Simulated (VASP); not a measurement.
# CuO (F-43m) in VASP: notebook

The runs below take CuO through single point, with PBEsol, r2SCAN, PBEsol+U.

All numbers are computed with VASP 6.6.1; they aren't measurements. Logs are shortened: lines on timing, memory, paths and dates and some standing lists are left out, and cuts for length are marked.

**1. The cell of the first run**

Symmetry: F-43m, No. 216, cubic system. The conventional cell has a = 4.655 Å, b = 4.655 Å, c = 4.655 Å, α = 90.00°, β = 90.00°, γ = 90.00°. Within 2.7 Å of Cu (site symmetry -43m) lie 4 O at 2.02 Å. O (site symmetry -43m) has 4 Cu at 2.02 Å within 2.7 Å.

**2. Single point, PBEsol**

File INCAR:

```
ALGO = Normal
EDIFF = 1E-6
ENCUT = 520
GGA = PS
ISIF = 2
ISMEAR = -1
LASPH = T
LCHARG = T
LELF = T
LREAL = F
LVHAR = T
LWAVE = F
NBANDS = 16
NELM = 80
PREC = Accurate
SIGMA = 0.05
```

File KPOINTS:

```
k-points
0
Gamma
  10 10 10
```

File POSCAR:

```
CuO
1.0
    0.0000000000      2.3272527300      2.3272527300
    2.3272527300      0.0000000000      2.3272527300
    2.3272527300      2.3272527300      0.0000000000
Cu O
1 1
Direct
    0.0000000000      0.0000000000      0.0000000000
    0.2500000000      0.2500000000      0.2500000000
```

Potentials or basis: VASP PAW PBE potentials, release 64 (Cu, O).

Run with:

```
> cat potpaw_PBE.64/Cu/POTCAR potpaw_PBE.64/O/POTCAR > POTCAR
> mpirun -np 1 vasp_std > vasp.out
```

OUTCAR:

```text
EDIFF = 1E-6
   ENCUT = 520
   GGA = PS
   ISIF = 2
   ISMEAR = -1
   LASPH = T
   LREAL = F
   NELM = 80
   PREC = Accurate

 ion  position               nearest neighbor table
   1  0.000  0.000  0.000-   2 2.02   2 2.02   2 2.02   2 2.02
   2  0.250  0.250  0.250-   1 2.02   1 2.02   1 2.02   1 2.02

  LATTYP: Found a face centered cubic cell.
 ALAT       =     4.6545054600

  Lattice vectors:

 A1 = (   0.0000000000,   2.3272527300,   2.3272527300)
 A2 = (   2.3272527300,   0.0000000000,   2.3272527300)
 A3 = (   2.3272527300,   2.3272527300,   0.0000000000)

Analysis of symmetry for initial positions (statically):
=====================================================================
 Subroutine PRICEL returns:
 Original cell was already a primitive cell.

 Routine SETGRP: Setting up the symmetry group for a
 face centered cubic supercell.

 Subroutine GETGRP returns: Found 24 space group operations
 (whereof 24 operations were pure point group operations)
 out of a pool of 48 trial point group operations.

The static configuration has the point symmetry T_d .

Analysis of symmetry for dynamics (positions and initial velocities):
=====================================================================
 Subroutine PRICEL returns:
 Original cell was already a primitive cell.

 Routine SETGRP: Setting up the symmetry group for a
 face centered cubic supercell.

 Subroutine GETGRP returns: Found 24 space group operations
 (whereof 24 operations were pure point group operations)
 out of a pool of 48 trial point group operations.

The dynamic configuration has the point symmetry T_d .

 Subroutine INISYM returns: Found 24 space group operations
 (whereof 24 operations are pure point group operations),
 and found     1 'primitive' translations

----------------------------------------------------------------------------------------

                                     Primitive cell

  volume of cell :      25.2093

  direct lattice vectors                    reciprocal lattice vectors
     0.000000000  2.327252730  2.327252730    -0.214845596  0.214845596  0.214845596
     2.327252730  0.000000000  2.327252730     0.214845596 -0.214845596  0.214845596
[... 73 lines left out ...]
   NGX,Y,Z   is equivalent  to a cutoff of  12.12, 12.12, 12.12 a.u.
   NGXF,Y,Z  is equivalent  to a cutoff of  24.25, 24.25, 24.25 a.u.
 SYSTEM =  unknown system
   PREC   = accura    normal or accurate (medium, high low for compatibility)
   ISTART =      0    job   : 0-new  1-cont  2-samecut
   ICHARG =      2    charge: 1-file 2-atom 10-const
   ISPIN  =      1    spin polarized calculation?
   LNONCOLLINEAR =      F non collinear calculations
   LSORBIT =      F    spin-orbit coupling
   LASPH  =      T    aspherical Exc in radial PAW
   ENCUT  =  520.0 eV  38.22 Ry    6.18 a.u.   6.12  6.12  6.12*2*pi/ulx,y,z
   NELM   =     80;   NELMIN=  2; NELMDL= -5     # of ELM steps
   EDIFF  = 0.1E-05   stopping-criterion for ELM
   LREAL  =      F    real-space projection
   EDIFFG = 0.1E-04   stopping-criterion for IOM
   NSW    =      0    number of steps for IOM
   IBRION =     -1    ionic relax: 0-MD 1-quasi-New 2-CG
   NFREE  =      0    steps in history (QN), initial steepest desc. (CG)
   ISIF   =      2    stress and relaxation
   ISYM   =      2    0-nonsym 1-usesym 2-fastsym
   POTIM  = 0.5000    time-step for ionic-motion
   TEBEG  =    0.0;   TEEND  =   0.0 temperature during run
   PSTRESS=    0.0 pullay stress
   NELECT =      17.0000    total number of electrons
   NUPDOWN=      -1.0000    fix difference up-down
   EMIN   =  10.00;   EMAX   =-10.00  energy-range for DOS
   EFERMI =   0.00;   METHOD = LEGACY
   ISMEAR =    -1;   SIGMA  =   0.05  broadening in eV -4-tet -1-fermi 0-gaus
   EFERMI_NEDOS =   21; number of points for ismear=-14 and -15
   IALGO  =     38    algorithm
   IMIX   =      4    mixing-type and parameters
     AMIX     =   0.40;   BMIX     =  1.00
     AMIX_MAG =   1.60;   BMIX_MAG =  1.00
  volume/ion in A,a.u.               =      12.60        85.06
  Fermi-wavevector in a.u.,A,eV,Ry     =   1.435614  2.712916 28.041426  2.060987
  Thomas-Fermi vector in A             =   2.554893
   LORBIT       =      0    0 simple, 1 ext, 2 COOP (PROOUT), +10 PAW based schemes
   GGA     = PS    functional components
   LHFCALC =     F    Hartree Fock is set to
   AEXX    =    0.0000 exact exchange contribution
   IVDW    =     0    specifies the selected vdW correction
   LEPSILON=     F    determine dielectric tensor
   LRPA    =     F    only Hartree local field effects (RPA)
 non-spin polarized calculation
  energy-cutoff  :      520.00
  volume of cell :       25.21
 maximum number of plane-waves:       700
   NGX = 13   NGY = 13   NGZ = 13

 number of electron      16.9999985 magnetization

 Free energy of the ion-electron system (eV)
  ---------------------------------------------------
  ext. energy  EPLUGINS =         0.00000000
  ---------------------------------------------------
  free energy    TOTEN  =       -10.26220849 eV

  energy without entropy =      -10.23886303  energy(sigma->0) =      -10.25053576

 E-fermi :   2.9006     XC(G=0): -10.8547

 val. band max:        2.8988485783   @ k =   0.5000   0.0000   0.0000
 cond. band min:       2.9306594013   @ k =  -0.4000   0.1000   0.0000
 fundamental gap:      0.0318108230
 Fermi energy:         2.9006176686

 k-point     1 :       0.0000    0.0000    0.0000
  band No.  band energies     occupation
      1     -15.2918      2.00000
      2      -1.4774      2.00000
      3      -1.4774      2.00000
      4      -1.4774      2.00000
      5       1.0748      2.00000
      6       1.0748      2.00000
[... 433 lines left out ...]
      3      -1.0834      2.00000
      4      -1.0378      2.00000
      5       0.8290      2.00000
      6       1.2243      2.00000
[... 8 lines left out ...]
     15      24.9383      0.00000
     16      26.8209      0.00000

 [... further k-points ...]
[... 5 lines left out ...]
  --------------------------------------------------------------------------------------
  -------------------------------------------------------------------------------------
  Total       -2.3825245     -2.3825245     -2.3825245      0.0000000      0.0000000     -0.0000000
  in kB     -151.4214188   -151.4214188   -151.4214188      0.0000000      0.0000000     -0.0000000
  external PRESSURE =    -151.4214188 kB  Pullay stress =       0.0000000 kB

 VOLUME and BASIS-vectors are now :
 -----------------------------------------------------------------------------
  energy-cutoff  :      520.00
  volume of cell :       25.21
      direct lattice vectors                 reciprocal lattice vectors
     0.000000000  2.327252730  2.327252730    -0.214845596  0.214845596  0.214845596
     2.327252730  0.000000000  2.327252730     0.214845596 -0.214845596  0.214845596
     2.327252730  2.327252730  0.000000000     0.214845596  0.214845596 -0.214845596

 POSITION                                       TOTAL-FORCE (eV/Angst)
 -----------------------------------------------------------------------------------
      0.00000      0.00000      0.00000         0.000000      0.000000      0.000000
      1.16363      1.16363      1.16363        -0.000000     -0.000000     -0.000000
 -----------------------------------------------------------------------------------
    total drift:                                0.000001      0.000001      0.000000

  FREE ENERGIE OF THE ION-ELECTRON SYSTEM (eV)
  ---------------------------------------------------
  free  energy   TOTEN  =       -10.2622084925 eV

  energy  without entropy=      -10.2388630301  energy(sigma->0) =      -10.25053576
```

stdout:

```text
POSCAR found type information on POSCAR CuO
 POSCAR found :  2 types and       2 ions
 scaLAPACK will be used
 -----------------------------------------------------------------------------
|                                                                             |
|                                                                             |
|     You enforced a specific xc type in the INCAR file but a different       |
|     I HOPE YOU KNOW WHAT YOU ARE DOING!                                     |
|                                                                             |
 -----------------------------------------------------------------------------

 LDA part: xc-table for (Slater+PW92), standard interpolation
 POSCAR, INCAR and KPOINTS ok, starting setup
 FFT: planning ... GRIDC
 FFT: planning ... GRID_SOFT
 FFT: planning ... GRID
 WAVECAR not read
 entering main loop
```

It took 13 s on 1 thread of Intel Xeon Platinum 8259CL at 2.50GHz (Skylake/Cascade Lake), shared host; peak memory 0.14 GiB.

Results:

- Free energy: -10.2622 eV
- Pressure: -15.1 GPa

Caveat: the PAW data sets were made with another functional, which shifts forces and pressure a little; an odd number of electrons without spin polarisation forces a metal; a magnetic or distorted state may lie lower; semilocal functionals often make such compounds metallic where correlation or magnetic order opens a gap, which also shifts bond lengths. With open d or f shells a metallic result of PBEsol can be an artefact of self-interaction; +U or a hybrid may open a gap.

**3. Single point, r2SCAN**

This run uses another cell than the first one, of 11.12 Å³/atom, 0.882 times its volume.

File POSCAR:

```
CuO
1.0
    0.0000000000      2.2321263577      2.2321263577
    2.2321263577      0.0000000000      2.2321263577
    2.2321263577      2.2321263577      0.0000000000
Cu O
1 1
Direct
    0.0000000000      0.0000000000      0.0000000000
    0.2500000000      0.2500000000      0.2500000000
```

File INCAR.step1:

```
SYSTEM = CuO
PREC     = Accurate       ! precision mode
ENCUT    = 520            ! plane-wave cutoff, eV
ISMEAR   = -1             ! smearing method
SIGMA    = 0.05           ! smearing width, eV
LREAL    = .False.        ! projectors in reciprocal space
LASPH    = .True.         ! aspherical terms in the spheres
NELM     = 80             ! most SCF steps
NBANDS   = 16             ! bands
GGA      = PE             ! functional
ALGO     = Normal         ! electronic algorithm
EDIFF    = 1E-4           ! SCF threshold, eV
LWAVE    = .True.         ! write WAVECAR
LCHARG   = .False.        ! write CHGCAR
```

File INCAR.step2:

```
SYSTEM = CuO
PREC     = Accurate       ! precision mode
ENCUT    = 520            ! plane-wave cutoff, eV
EDIFF    = 1E-7           ! SCF threshold, eV
ISMEAR   = -1             ! smearing method
SIGMA    = 0.05           ! smearing width, eV
LREAL    = .False.        ! projectors in reciprocal space
LASPH    = .True.         ! aspherical terms in the spheres
NELM     = 80             ! most SCF steps
ALGO     = Normal         ! electronic algorithm
ISIF     = 2              ! what is computed and relaxed
LWAVE    = .False.        ! write WAVECAR
LCHARG   = .False.        ! write CHGCAR
METAGGA  = R2SCAN         ! meta-GGA
LMIXTAU  = .True.       
NBANDS   = 16             ! bands
ISTART   = 1
```

File KPOINTS:

```
regular mesh
0
Gamma
  10 10 10
  0 0 0
```

Potentials or basis: VASP PAW PBE potentials, release 64 (Cu, O).

Run with:

```
> cat potpaw_PBE.64/Cu/POTCAR potpaw_PBE.64/O/POTCAR > POTCAR
> cp INCAR.step1 INCAR
> mpirun -np 1 vasp_std > vasp.out
> cp INCAR.step2 INCAR
> mpirun -np 1 vasp_std > vasp.out
```

Run time: 44 s. Hardware: 1 thread of Intel Xeon Platinum 8259CL at 2.50GHz (Skylake/Cascade Lake), shared host; peak memory 0.15 GiB.

The run converged. Its results:

```yaml
Free_energy: -17.8838 eV
Pressure: 0.7 GPa
```

Levels at points of the mesh, in eV from the Fermi level:
| k point | band 5 | band 6 | band 7 | band 8 | band 9 | band 10 | band 11 | band 12 | band 13 | band 14 |
| --- | --- | --- | --- | --- | --- | --- | --- | --- | --- | --- |
| (0.00, 0.00, 0.00) | -2.23 | -2.23 | 0.87 | 0.87 | 0.87 | 1.40 | 15.40 | 15.40 | 15.40 | 21.96 |
| (0.50, 0.00, 0.00) | -2.09 | -2.09 | -1.91 | -0.03 | -0.03 | 6.84 | 8.61 | 14.87 | 14.87 | 18.95 |
| (0.50, 0.50, 0.00) | -2.41 | -1.99 | -1.52 | -1.22 | -1.22 | 6.32 | 11.14 | 12.11 | 16.03 | 16.03 |

Caveat: the PAW data sets were made with another functional, which shifts forces and pressure a little; an odd number of electrons without spin polarisation forces a metal; a magnetic or distorted state may lie lower; semilocal functionals often make such compounds metallic where correlation or magnetic order opens a gap, which also shifts bond lengths.

**4. Single point, PBEsol+U**

This run uses another cell than the first one, of 11.23 Å³/atom, 0.891 times its volume.

File INCAR:

```
  PREC = Accurate
  ENCUT = 520
  EDIFF = 1E-6
  ISMEAR = -1
  SIGMA = 0.05
  LREAL = False
  LASPH = True
  NELM = 150
  ALGO = Normal
  ISIF = 2
  LWAVE = False
  LCHARG = True
  LMAXMIX = 4
  LDAU = True
  LDAUTYPE = 2
  LDAUL = 2 -1
  LDAUU = 5.3 0
  LDAUJ = 0 0
  LDAUPRINT = 1
  GGA = PS
  LELF = True
  LVHAR = True
  NBANDS = 16
```

File KPOINTS:

```
regular mesh
0
Gamma
  10 10 10
```

File POSCAR:

```
CuO
1.0
    0.0000000000      2.2391158015      2.2391158015
    2.2391158015      0.0000000000      2.2391158015
    2.2391158015      2.2391158015      0.0000000000
Cu O
1 1
Direct
    0.0000000000      0.0000000000      0.0000000000
    0.2500000000      0.2500000000      0.2500000000
```

Run with:

```
> cat potpaw_PBE.64/Cu/POTCAR potpaw_PBE.64/O/POTCAR > POTCAR
> mpirun -np 1 vasp_std > vasp.out
```

It took 10 s on 1 thread of Intel Xeon Platinum 8259CL at 2.50GHz (Skylake/Cascade Lake), shared host; peak memory 0.14 GiB.

It converged, with:

- Free energy: -8.5484 eV
- Pressure: -5.8 GPa

Levels at points of the mesh, in eV from the Fermi level:
```tsv
k point	band 6	band 7	band 8	band 9	band 10	band 11	band 12	band 13
(0.00, 0.00, 0.00)	-2.85	0.89	0.89	0.89	1.73	15.34	15.34	15.34
(0.50, 0.00, 0.00)	-2.68	-2.29	0.02	0.02	7.00	8.56	14.70	14.70
(0.50, 0.50, 0.00)	-2.62	-1.84	-1.32	-1.32	6.40	11.06	11.88	15.72
```

Eigenvalues of the final occupation matrices:
```
    site  spin  trace               eigenvalues
site 1 d     1   4.66  0.91 0.91 0.91 0.96 0.96
site 1 d     2   4.66  0.91 0.91 0.91 0.96 0.96
```

Caveat: the PAW data sets were made with another functional, which shifts forces and pressure a little; an odd number of electrons without spin polarisation forces a metal; a magnetic or distorted state may lie lower; U without spin polarisation on a metal has little footing.

**5. Summary**

| level | U | cell | gap on the mesh (eV) | pressure (GPa) |
| --- | --- | --- | --- | --- |
| PBEsol | - | a = 3.291 Å, angles 60.0°, 2 atoms | none | -15.1 |
| r2SCAN | - | a = 3.157 Å, angles 60.0°, 2 atoms | none | 0.7 |
| PBEsol+U | Cu d U = 5.3 eV | a = 3.167 Å, angles 60.0°, 2 atoms | none | -5.8 |

Alike in all rows: task single point; potentials or basis VASP PAW PBE potentials, release 64 (Cu, O); no spin polarisation; k mesh 10 × 10 × 10; cutoff (eV) 520; smearing fermi-dirac 0.05 eV.

Caveats: the PAW data sets were made with another functional, which shifts forces and pressure a little; an odd number of electrons without spin polarisation forces a metal; a magnetic or distorted state may lie lower; semilocal functionals often make such compounds metallic where correlation or magnetic order opens a gap, which also shifts bond lengths (some runs); U without spin polarisation on a metal has little footing (some runs).

Absolute energies hang on the potentials; compare differences alone.
